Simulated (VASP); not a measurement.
# Li (Cc) in VASP: relaxation of shape and atoms at fixed volume with PBE

Aim: the relaxation of shape and atoms at fixed volume of Li with PBE.

Everything below comes from runs of VASP 6.6.1. Logs are shortened: lines on timing, memory, paths and dates and some standing lists are left out, and cuts for length are marked.

### Step 1. The cell of the first run

The typed cell holds 6 atoms: a = 3.100 Å, b = 3.100 Å, c = 14.962 Å, α = 89.97°, β = 89.97°, γ = 119.77°.

This isn't the form of Li at room conditions, which is bcc.

### Step 2. Relaxation of shape and atoms at fixed volume, PBE (20.80 Å³/atom)

Input file INCAR:

```
PREC = Accurate ; ENCUT = 600
EDIFF = 1E-6 ; ISMEAR = 0
SIGMA = 0.1 ; LREAL = F
LASPH = T ; NELM = 60
ALGO = Fast ; ISIF = 4
LWAVE = F ; LCHARG = F
GGA = PE ; IBRION = 2
NSW = 50 ; EDIFFG = -0.01
```

Input file KPOINTS:

```
Automatic mesh
0
Gamma
  14 14 4
```

Input file POSCAR:

```
Li
1.0
    1.5555269260     -2.6816753065      0.0054202814
    1.5555269260      2.6816753065      0.0054202814
   -0.0364456342      0.0000000000     14.9620262365
Li
6
Direct
    0.0832192262      0.4176929353      0.5002010753
    0.4176929353      0.0832192262      1.0002010753
    0.4190853526      0.0823331715      0.3331440297
    0.7480414530      0.7526457294      0.6666562553
    0.0823331715      0.4190853526      0.8331440297
    0.7526457294      0.7480414530      0.1666562553
```

Potentials or basis: VASP PAW PBE potentials, release 64 (Li_sv).

Command:

```sh
> cat potpaw_PBE.64/Li_sv/POTCAR > POTCAR
> mpirun -np 1 vasp_std > vasp.out
```

OUTCAR:

```text
PREC = Accurate
   ENCUT = 600
   EDIFF = 1E-6
   ISMEAR = 0
   LREAL = F
   LASPH = T
   NELM = 60
   ISIF = 4
   GGA = PE
   IBRION = 2
   NSW = 50
   EDIFFG = -0.01

 ion  position               nearest neighbor table
   1  0.083  0.418  0.500-
   2  0.418  0.083  0.000-
   3  0.419  0.082  0.333-
   4  0.748  0.753  0.667-
   5  0.082  0.419  0.833-
   6  0.753  0.748  0.167-

  LATTYP: Found a base centered monoclinic cell.
 ALAT       =     3.1110727391
 B/A-ratio  =     1.7239553886
 C/A-ratio  =     4.8092963038
 COS(beta)  =    -0.0010486457

  Lattice vectors:

 A1 = (  -1.5555269260,   2.6816753065,  -0.0054202814)
 A2 = (  -1.5555269260,  -2.6816753065,  -0.0054202814)
 A3 = (  -0.0364456342,   0.0000000000,  14.9620262365)

Analysis of symmetry for initial positions (statically):
=====================================================================
 Subroutine PRICEL returns:
 Original cell was already a primitive cell.

 Routine SETGRP: Setting up the symmetry group for a
 base centered monoclinic supercell.

 Subroutine GETGRP returns: Found  2 space group operations
 (whereof  1 operations were pure point group operations)
 out of a pool of  4 trial point group operations.

The static configuration has the point symmetry C_1 .
 The point group associated with its full space group is C_1h.

Analysis of symmetry for dynamics (positions and initial velocities):
=====================================================================
 Subroutine PRICEL returns:
 Original cell was already a primitive cell.

 Routine SETGRP: Setting up the symmetry group for a
 base centered monoclinic supercell.

 Subroutine GETGRP returns: Found  2 space group operations
 (whereof  1 operations were pure point group operations)
 out of a pool of  4 trial point group operations.

The dynamic configuration has the point symmetry C_1 .
 The point group associated with its full space group is C_1h.

 Subroutine INISYM returns: Found  2 space group operations
 (whereof  1 operations are pure point group operations),
 and found     1 'primitive' translations

----------------------------------------------------------------------------------------

                                     Primitive cell

  volume of cell :     124.8268

  direct lattice vectors                    reciprocal lattice vectors
     1.555526926 -2.681675306  0.005420281     0.321431759 -0.186450611  0.000782968
     1.555526926  2.681675306  0.005420281     0.321431759  0.186450611  0.000782968
    -0.036445634  0.000000000 14.962026236    -0.000232890  0.000000000  0.066835300

  length of vectors
     3.100173519  3.100173519 14.962070625     0.371594967  0.371594967  0.066835706

  position of ions in fractional coordinates (direct lattice)
     0.083219226  0.417692935  0.500201075
     0.417692935  0.083219226  0.000201075
     0.419085353  0.082333171  0.333144030
     0.748041453  0.752645729  0.666656255
     0.082333171  0.419085353  0.833144030
     0.752645729  0.748041453  0.166656255

  ion indices of the primitive-cell ions
   primitive index   ion index
                 1           1
                 2           2
                 3           3
                 4           4
                 5           5
                 6           6

----------------------------------------------------------------------------------------

 KPOINTS: Automatic mesh

Automatic generation of k-mesh.
 Grid dimensions read from file:
 generate k-points for:   14   14    4

 Generating k-lattice:

  Cartesian coordinates                     Fractional coordinates (reciprocal lattice)
     0.022959411 -0.013317901  0.000055926     0.071428571 -0.000000000 -0.000000000
     0.022959411  0.013317901  0.000055926    -0.000000000  0.071428571 -0.000000000
    -0.000058222  0.000000000  0.016708825     0.000000000  0.000000000  0.250000000

  Length of vectors
     0.026542498  0.026542498  0.016708926

  Shift w.r.t. Gamma in fractional coordinates (k-lattice)
     0.000000000  0.000000000  0.000000000

 Subroutine IBZKPT returns following result:
 ===========================================

 Found    219 irreducible k-points:

 Following reciprocal coordinates:
            Coordinates               Weight
  0.000000  0.000000  0.000000      1.000000
  0.071429 -0.000000 -0.000000      4.000000
  0.142857 -0.000000  0.000000      4.000000
  0.214286 -0.000000  0.000000      4.000000
  0.285714 -0.000000 -0.000000      4.000000
  0.357143 -0.000000  0.000000      4.000000
[... 16 lines left out ...]
  0.214286  0.142857  0.000000      4.000000
  0.285714  0.142857  0.000000      4.000000
 [... further k-points ...]
   k-points           NKPTS =    219   k-points in BZ     NKDIM =    219   number of bands    NBANDS=     13
   number of dos      NEDOS =    301   number of ions     NIONS =      6
   total plane-waves  NPLWV =  94080
   dimension x,y,z NGX =    28 NGY =   28 NGZ =  120
   dimension x,y,z NGXF=    56 NGYF=   56 NGZF=  240
   ions per type =               6
   NGX,Y,Z   is equivalent  to a cutoff of  15.01, 15.01, 13.33 a.u.
   NGXF,Y,Z  is equivalent  to a cutoff of  30.03, 30.03, 26.67 a.u.
 SYSTEM =  unknown system
   PREC   = accura    normal or accurate (medium, high low for compatibility)
   ISTART =      0    job   : 0-new  1-cont  2-samecut
   ICHARG =      2    charge: 1-file 2-atom 10-const
   ISPIN  =      1    spin polarized calculation?
   LNONCOLLINEAR =      F non collinear calculations
   LSORBIT =      F    spin-orbit coupling
   LASPH  =      T    aspherical Exc in radial PAW
   ENCUT  =  600.0 eV  44.10 Ry    6.64 a.u.   6.19  6.19 29.88*2*pi/ulx,y,z
   NELM   =     60;   NELMIN=  2; NELMDL= -5     # of ELM steps
   EDIFF  = 0.1E-05   stopping-criterion for ELM
   LREAL  =      F    real-space projection
   EDIFFG = -.1E-01   stopping-criterion for IOM
   NSW    =     50    number of steps for IOM
   IBRION =      2    ionic relax: 0-MD 1-quasi-New 2-CG
   NFREE  =      1    steps in history (QN), initial steepest desc. (CG)
   ISIF   =      4    stress and relaxation
   ISYM   =      2    0-nonsym 1-usesym 2-fastsym
   POTIM  = 0.5000    time-step for ionic-motion
   TEBEG  =    0.0;   TEEND  =   0.0 temperature during run
   PSTRESS=    0.0 pullay stress
   NELECT =      18.0000    total number of electrons
   NUPDOWN=      -1.0000    fix difference up-down
   EMIN   =  10.00;   EMAX   =-10.00  energy-range for DOS
   EFERMI =   0.00;   METHOD = LEGACY
   ISMEAR =     0;   SIGMA  =   0.10  broadening in eV -4-tet -1-fermi 0-gaus
   EFERMI_NEDOS =   21; number of points for ismear=-14 and -15
   IALGO  =     68    algorithm
   IMIX   =      4    mixing-type and parameters
     AMIX     =   0.40;   BMIX     =  1.00
     AMIX_MAG =   1.60;   BMIX_MAG =  1.00
  volume/ion in A,a.u.               =      20.80       140.40
  Fermi-wavevector in a.u.,A,eV,Ry     =   0.858479  1.622290 10.027308  0.736986
  Thomas-Fermi vector in A             =   1.975690
   LORBIT       =      0    0 simple, 1 ext, 2 COOP (PROOUT), +10 PAW based schemes
   GGA     = PE    functional components
   LHFCALC =     F    Hartree Fock is set to
   AEXX    =    0.0000 exact exchange contribution
   IVDW    =     0    specifies the selected vdW correction
   LEPSILON=     F    determine dielectric tensor
   LRPA    =     F    only Hartree local field effects (RPA)
 conjugate gradient relaxation of ions
 non-spin polarized calculation
 RMM-DIIS sequential band-by-band and
 Gauss-broadening in eV      SIGMA  =   0.10
  energy-cutoff  :      600.00
  volume of cell :      124.83
 maximum number of plane-waves:      4188
 NGX is ok and might be reduce to    28
   NGX = 13   NGY = 13   NGZ = 59

 number of electron      18.0000021 magnetization

 Free energy of the ion-electron system (eV)
  ---------------------------------------------------
  ext. energy  EPLUGINS =         0.00000000
  ---------------------------------------------------
  free energy    TOTEN  =       -11.44541778 eV

  energy without entropy =      -11.43073449  energy(sigma->0) =      -11.43807614

 E-fermi :   0.5491     XC(G=0):  -6.9815

 val. band max:        0.5465640510   @ k =  -0.4286   0.5000   0.2500
 cond. band min:       0.5502720416   @ k =   0.5000   0.3571   0.0000
 fundamental gap:      0.0037079906
 Fermi energy:         0.5490504321

 k-point     1 :       0.0000    0.0000    0.0000
  band No.  band energies     occupation
      1     -46.0199      2.00000
      2     -46.0170      2.00000
      3     -46.0136      2.00000
      4     -46.0085      2.00000
      5     -46.0034      2.00000
      6     -46.0012      2.00000
      7      -2.9749      2.00000
      8      -2.4730      2.00000
      9      -2.4709      2.00000
     10      -0.9885      2.00000
     11      -0.9884      2.00000
     12       0.6349      0.22457
     13       3.5209      0.00000

 k-point     2 :       0.0714   -0.0000   -0.0000
  band No.  band energies     occupation
      1     -46.0191      2.00000
      2     -46.0164      2.00000
      3     -46.0130      2.00000
      4     -46.0082      2.00000
      5     -46.0030      2.00000
      6     -46.0009      2.00000
      7      -2.8954      2.00000
      8      -2.3930      2.00000
      9      -2.3907      2.00000
     10      -0.9046      2.00000
     11      -0.9033      2.00000
     12       0.7386      0.00733
     13       3.5509      0.00000
[... 321 lines left out ...]
 k-point    23 :       0.2143    0.1429    0.0000
  band No.  band energies     occupation
      1     -46.0097      2.00000
      2     -46.0084      2.00000
      3     -46.0055      2.00000
      4     -46.0033      2.00000
      5     -45.9979      2.00000
      6     -45.9971      2.00000
      7      -1.4655      2.00000
      8      -0.9632      2.00000
      9      -0.9577      2.00000
     10       0.5597      0.88074
     11       0.5669      0.80035
     12       2.5855      0.00000
     13       3.8695      0.00000

 k-point    24 :       0.2857    0.1429    0.0000
  band No.  band energies     occupation
      1     -46.0068      2.00000
      2     -46.0060      2.00000
      3     -46.0034      2.00000
      4     -46.0021      2.00000
      5     -45.9966      2.00000
      6     -45.9962      2.00000
      7      -0.7532      2.00000
      8      -0.2646      2.00000
      9      -0.2570      2.00000
     10       1.2157      0.00000
     11       1.2284      0.00000
     12       3.4740      0.00000
     13       3.5119      0.00000

 [... further k-points ...]

------------------------ aborting loop because EDIFF is reached ----------------------------------------

  FORCE on cell =-STRESS in cart. coord.  units (eV):
  Direction    XX          YY          ZZ          XY          YZ          ZX
  --------------------------------------------------------------------------------------
  -------------------------------------------------------------------------------------
  Total       -0.4230400     -0.3847879     -0.3533798      0.0000000      0.0000000     -0.0029580
  in kB       -5.4298043     -4.9388311     -4.5357017      0.0000000      0.0000000     -0.0379663
  external PRESSURE =      -4.9681124 kB  Pullay stress =       0.0000000 kB

 VOLUME and BASIS-vectors are now :
 -----------------------------------------------------------------------------
  energy-cutoff  :      600.00
  volume of cell :      124.83
      direct lattice vectors                 reciprocal lattice vectors
     1.555526926 -2.681675306  0.005420281     0.321431759 -0.186450611  0.000782968
     1.555526926  2.681675306  0.005420281     0.321431759  0.186450611  0.000782968
    -0.036445634  0.000000000 14.962026236    -0.000232890  0.000000000  0.066835300

 POSITION                                       TOTAL-FORCE (eV/Angst)
 -----------------------------------------------------------------------------------
      0.76095      0.89695      7.48674         0.000087     -0.000325     -0.005976
      0.77918     -0.89695      0.00572         0.000087      0.000325     -0.005976
      0.76783     -0.90306      4.98723        -0.000309      0.001008      0.005673
      2.31006      0.01235      9.98266         0.000222      0.001470      0.000303
      0.74961      0.90306     12.46824        -0.000309     -0.001008      0.005673
      2.32829     -0.01235      2.50165         0.000222     -0.001470      0.000303
 -----------------------------------------------------------------------------------
    total drift:                               -0.000231     -0.000000     -0.000044

  FREE ENERGIE OF THE ION-ELECTRON SYSTEM (eV)
  ---------------------------------------------------
  free  energy   TOTEN  =       -11.4454177841 eV

  energy  without entropy=      -11.4307344867  energy(sigma->0) =      -11.43807614

 reached required accuracy - stopping structural energy minimisation
```

Wall time 12 min (1 thread of Intel Xeon 8259CL, shared host); peak memory 0.49 GiB.

Results:

| Item | Value |
| --- | --- |
| Free energy | -11.4454 eV |
| Pressure after relaxing | -0.5 GPa |
| Largest force after relaxing | 0.006 eV/Å |
| Band gap on the k mesh | zero (bands 9 and 10 overlap by 3.97 eV) |

Forces on the atoms (eV/Å):
```
Li   0.000  0.000 -0.006
Li   0.000  0.000 -0.006
Li   0.000  0.001  0.006
Li   0.000  0.001  0.000
Li   0.000 -0.001  0.006
Li   0.000 -0.001  0.000
```

Final structure:
```xyz
6
Lattice="1.5555 -2.6817 0.0054 1.5555 2.6817 0.0054 -0.0364 0.0000 14.9620" Properties=species:S:1:pos:R:3 pbc="T T T"
Li    0.7610    0.8970    7.4867
Li    0.7792   -0.8969    0.0057
Li    0.7678   -0.9031    4.9872
Li    2.3101    0.0123    9.9827
Li    0.7496    0.9031   12.4682
Li    2.3283   -0.0123    2.5016
```

Caveat: the cutoff is under 1.25 times the usual one of these potentials, so pressure, stress and relaxed cells hold a basis-set (Pulay) error; the relaxation stopped at its first step, so nothing moved.
